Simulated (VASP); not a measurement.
# ZrC (P4/nmm) in VASP: a series of runs

The runs below take ZrC through single point, with PBE.

Everything below comes from runs of VASP 6.6.1. Logs are shortened: lines on timing, memory, paths and dates and some standing lists are left out, and cuts for length are marked.

### Step 1. The cell of the first run

Symmetry: P4/nmm, No. 129, tetragonal system. Conventional cell: a = 4.207 Å, b = 4.207 Å, c = 2.991 Å, α = 90.00°, β = 90.00°, γ = 90.00°. Zr (site symmetry 4mm) has 8 C at 2.23 to 3.08 Å and 2 Zr at 2.99 Å within 3.1 Å. C (site symmetry -4m2) has 8 Zr at 2.23 to 3.08 Å and 6 C at 2.98 to 2.99 Å within 3.1 Å.

### Step 2. Single point, PBE (13.23 Å³/atom)

The input, INCAR:

```
  PREC = Accurate
  ENCUT = 520
  EDIFF = 1E-7
  ISMEAR = 0
  SIGMA = 0.05
  LREAL = False
  LASPH = True
  NELM = 60
  ALGO = Normal
  ISIF = 2
  LWAVE = False
  LCHARG = False
  GGA = PE
  NBANDS = 24
```

The input, KPOINTS:

```
Automatic mesh
0
Gamma
  8 8 12
```

The input, POSCAR:

```
ZrC
1.0
    4.2073631885      0.0000000000      0.0000000000
    0.0000000000      4.2073631885      0.0000000000
    0.0000000000      0.0000000000      2.9906068947
Zr C
2 2
Direct
    0.5000000000      0.0000000000      0.2494627897
    0.0000000000      0.5000000000      0.7505372103
    0.0000000000      0.0000000000      0.0000000000
    0.5000000000      0.5000000000      0.0000000000
```

Potentials or basis: VASP PAW PBE potentials, release 64 (Zr_sv, C).

On the command line:

```sh
cat potpaw_PBE.64/Zr_sv/POTCAR potpaw_PBE.64/C/POTCAR > POTCAR
mpirun -np 1 vasp_std > vasp.out
```

OUTCAR:

```text
PREC = Accurate
   ENCUT = 520
   EDIFF = 1E-7
   ISMEAR = 0
   LREAL = False
   LASPH = True
   NELM = 60
   ISIF = 2
   GGA = PE

 ion  position               nearest neighbor table
   1  0.500  0.000  0.249-   3 2.23   4 2.23   4 2.23   3 2.23   2 3.33   2 3.33   2 3.33   2 3.33
                             2 3.33   2 3.33   2 3.33   2 3.33
   2  0.000  0.500  0.751-   3 2.23   4 2.23   3 2.23   4 2.23   1 3.33   1 3.33   1 3.33   1 3.33
                             1 3.33   1 3.33   1 3.33   1 3.33
   3  0.000  0.000  0.000-   1 2.23   2 2.23   2 2.23   1 2.23
   4  0.500  0.500  0.000-   1 2.23   2 2.23   1 2.23   2 2.23

  LATTYP: Found a simple tetragonal cell.
 ALAT       =     4.2073631885
 C/A-ratio  =     0.7108031232

  Lattice vectors:

 A1 = (   4.2073631885,   0.0000000000,   0.0000000000)
 A2 = (   0.0000000000,   4.2073631885,   0.0000000000)
 A3 = (   0.0000000000,   0.0000000000,   2.9906068947)

Analysis of symmetry for initial positions (statically):
=====================================================================
 Subroutine PRICEL returns:
 Original cell was already a primitive cell.

 Routine SETGRP: Setting up the symmetry group for a
 simple tetragonal supercell.

 Subroutine GETGRP returns: Found 16 space group operations
 (whereof  8 operations were pure point group operations)
 out of a pool of 16 trial point group operations.

The static configuration has the point symmetry D_2d.
 The point group associated with its full space group is D_4h.

Analysis of symmetry for dynamics (positions and initial velocities):
=====================================================================
 Subroutine PRICEL returns:
 Original cell was already a primitive cell.

 Routine SETGRP: Setting up the symmetry group for a
 simple tetragonal supercell.

 Subroutine GETGRP returns: Found 16 space group operations
 (whereof  8 operations were pure point group operations)
 out of a pool of 16 trial point group operations.

The dynamic configuration has the point symmetry D_2d.
 The point group associated with its full space group is D_4h.

 Subroutine INISYM returns: Found 16 space group operations
 (whereof  8 operations are pure point group operations),
 and found     1 'primitive' translations
[... 93 lines left out ...]
   ISPIN  =      1    spin polarized calculation?
   LNONCOLLINEAR =      F non collinear calculations
   LSORBIT =      F    spin-orbit coupling
   LASPH  =      T    aspherical Exc in radial PAW
   ENCUT  =  520.0 eV  38.22 Ry    6.18 a.u.   7.82  7.82  5.56*2*pi/ulx,y,z
   NELM   =     60;   NELMIN=  2; NELMDL= -5     # of ELM steps
   EDIFF  = 0.1E-06   stopping-criterion for ELM
   LREAL  =      F    real-space projection
   EDIFFG = 0.1E-05   stopping-criterion for IOM
   NSW    =      0    number of steps for IOM
   IBRION =     -1    ionic relax: 0-MD 1-quasi-New 2-CG
   NFREE  =      0    steps in history (QN), initial steepest desc. (CG)
   ISIF   =      2    stress and relaxation
   ISYM   =      2    0-nonsym 1-usesym 2-fastsym
   POTIM  = 0.5000    time-step for ionic-motion
   TEBEG  =    0.0;   TEEND  =   0.0 temperature during run
   PSTRESS=    0.0 pullay stress
   NELECT =      32.0000    total number of electrons
   NUPDOWN=      -1.0000    fix difference up-down
   EMIN   =  10.00;   EMAX   =-10.00  energy-range for DOS
   EFERMI =   0.00;   METHOD = LEGACY
   ISMEAR =     0;   SIGMA  =   0.05  broadening in eV -4-tet -1-fermi 0-gaus
   EFERMI_NEDOS =   21; number of points for ismear=-14 and -15
   IALGO  =     38    algorithm
   IMIX   =      4    mixing-type and parameters
     AMIX     =   0.40;   BMIX     =  1.00
     AMIX_MAG =   1.60;   BMIX_MAG =  1.00
  volume/ion in A,a.u.               =      13.23        89.31
  Fermi-wavevector in a.u.,A,eV,Ry     =   1.384199  2.615756 26.068838  1.916006
  Thomas-Fermi vector in A             =   2.508725
   LORBIT       =      0    0 simple, 1 ext, 2 COOP (PROOUT), +10 PAW based schemes
   GGA     = PE    functional components
   LHFCALC =     F    Hartree Fock is set to
   AEXX    =    0.0000 exact exchange contribution
   IVDW    =     0    specifies the selected vdW correction
   LEPSILON=     F    determine dielectric tensor
   LRPA    =     F    only Hartree local field effects (RPA)
 non-spin polarized calculation
 Gauss-broadening in eV      SIGMA  =   0.05
  energy-cutoff  :      520.00
  volume of cell :       52.94
 maximum number of plane-waves:      1459
 NGX is ok and might be reduce to    32
   NGX = 15   NGY = 15   NGZ = 11

 number of electron      32.0000001 magnetization

 Free energy of the ion-electron system (eV)
  ---------------------------------------------------
  ext. energy  EPLUGINS =         0.00000000
  ---------------------------------------------------
  free energy    TOTEN  =       -35.99435892 eV

  energy without entropy =      -35.99341847  energy(sigma->0) =      -35.99388869

 E-fermi :  10.1646     XC(G=0): -11.9886

 val. band max:       10.1382144216   @ k =   0.0000   0.0000   0.3333
 cond. band min:      10.1898620266   @ k =   0.1250   0.1250   0.1667
 fundamental gap:      0.0516476050
 Fermi energy:        10.1645654423

 k-point     1 :       0.0000    0.0000    0.0000
  band No.  band energies     occupation
      1     -38.6651      2.00000
      2     -38.5315      2.00000
      3     -17.0152      2.00000
      4     -17.0152      2.00000
      5     -16.4633      2.00000
      6     -16.4633      2.00000
[... 637 lines left out ...]
     23      15.5304      0.00000
     24      15.5304      0.00000

 [... further k-points ...]

------------------------ aborting loop because EDIFF is reached ----------------------------------------

  FORCE on cell =-STRESS in cart. coord.  units (eV):
  Direction    XX          YY          ZZ          XY          YZ          ZX
  --------------------------------------------------------------------------------------
  -------------------------------------------------------------------------------------
  Total        1.7214420      1.7214420      1.6779811      0.0000000      0.0000000      0.0000000
  in kB       52.0983092     52.0983092     50.7829942      0.0000000      0.0000000      0.0000000
  external PRESSURE =      51.6598708 kB  Pullay stress =       0.0000000 kB

 VOLUME and BASIS-vectors are now :
 -----------------------------------------------------------------------------
  energy-cutoff  :      520.00
  volume of cell :       52.94
      direct lattice vectors                 reciprocal lattice vectors
     4.207363188  0.000000000  0.000000000     0.237678554  0.000000000  0.000000000
     0.000000000  4.207363188  0.000000000     0.000000000  0.237678554  0.000000000
     0.000000000  0.000000000  2.990606895     0.000000000  0.000000000  0.334380290

 POSITION                                       TOTAL-FORCE (eV/Angst)
 -----------------------------------------------------------------------------------
      2.10368      0.00000      0.74605         0.000000      0.000000      0.017064
      0.00000      2.10368      2.24456        -0.000000      0.000000     -0.017064
      0.00000      0.00000      0.00000        -0.000000      0.000000      0.000000
      2.10368      2.10368      0.00000        -0.000000      0.000000      0.000000
 -----------------------------------------------------------------------------------
    total drift:                                0.000000      0.000000     -0.000000

  FREE ENERGIE OF THE ION-ELECTRON SYSTEM (eV)
  ---------------------------------------------------
  free  energy   TOTEN  =       -35.9943589212 eV

  energy  without entropy=      -35.9934184669  energy(sigma->0) =      -35.99388869
```

It took 1.7 min on 1 thread of Intel Xeon 8259CL, shared host; peak memory 0.25 GiB.

What came out:

| Quantity | Value |
| --- | --- |
| Free energy | -35.9944 eV |
| Pressure | 5.2 GPa |
| Largest force | 0.017 eV/Å |
| Band gap on the k mesh | zero (bands 16 and 17 overlap by 1.02 eV) |

Forces in eV/Å, atoms in the order of the input:
```
Zr   0.000  0.000  0.017
Zr   0.000  0.000 -0.017
C    0.000  0.000  0.000
C    0.000  0.000  0.000
```

Levels at points of the mesh, in eV from the Fermi level:
```csv
k point,band 13,band 14,band 15,band 16,band 17,band 18,band 19,band 20
"(0.00, 0.00, 0.00)",-2.67,-1.37,-0.64,-0.37,-0.10,-0.10,2.77,2.77
"(0.50, 0.00, 0.00)",-2.76,-2.76,-1.85,-1.85,1.38,1.38,2.19,2.19
"(0.50, 0.50, 0.00)",-2.79,-2.79,-1.01,-1.01,0.82,0.82,1.30,1.30
"(0.00, 0.00, 0.50)",-4.15,-4.15,-2.38,-2.38,1.23,1.81,3.52,3.52
"(0.50, 0.00, 0.50)",-4.10,-4.10,-2.57,-2.57,2.51,2.51,3.51,3.51
"(0.50, 0.50, 0.50)",-3.81,-3.81,-1.97,-1.97,0.95,0.95,2.72,2.72
```

Caveat: the cell stands under pressure.

(Part 1 of 2 ends here.)
